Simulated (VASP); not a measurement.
The system is TaN.

```
CELL_PARAMETERS angstrom
0.00000 2.17900 2.17900
2.17900 0.00000 2.17900
2.17900 2.17900 0.00000
ATOMIC_POSITIONS crystal
Ta 0.50000 0.50000 0.50000
N 0.00000 0.00000 0.00000
```

* Program: VASP 6.6.1
* Task: relaxation of cell and atoms
* Functional: r2SCAN
* Potentials or basis: VASP PAW PBE potentials, release 64 (Ta_sv_GW, N)
* Cutoff: 660 eV
* k mesh: 8 × 8 × 8
* Occupations: gaussian, width 0.1 eV
* Spin: no spin polarisation

At the start: pressure 10.0 GPa; volume 10.35 Å³/atom.

Q: How do energy, volume and symmetry change on relaxing?

A: Over 3 steps the energy falls by 8.5 meV/atom and the volume is 10.63 Å³/atom (+2.8 %); space group Fm-3m (No. 225, to 0.05 Å).

Step by step:
```
step  energy change (eV)  largest force (eV/Å)  pressure (GPa)  volume (Å³)
   1              0.0000                0.0000           10.02        20.69
   2              0.0787                0.0000          -20.06        22.69
   3             -0.0170                0.0000           -0.22        21.26
```

Final structure:
```cif
data_structure
_symmetry_space_group_name_H-M 'P 1'
_symmetry_Int_Tables_number 1
_cell_length_a 3.1098
_cell_length_b 3.1098
_cell_length_c 3.1098
_cell_angle_alpha 60.000
_cell_angle_beta 60.000
_cell_angle_gamma 60.000
_cell_volume 21.26
loop_
_atom_site_label
_atom_site_type_symbol
_atom_site_fract_x
_atom_site_fract_y
_atom_site_fract_z
_atom_site_occupancy
Ta1 Ta 0.50000 0.50000 0.50000 1
N1 N 0.00000 0.00000 0.00000 1
```

Caveat: the PAW data sets were made with another functional, which shifts forces and pressure a little.
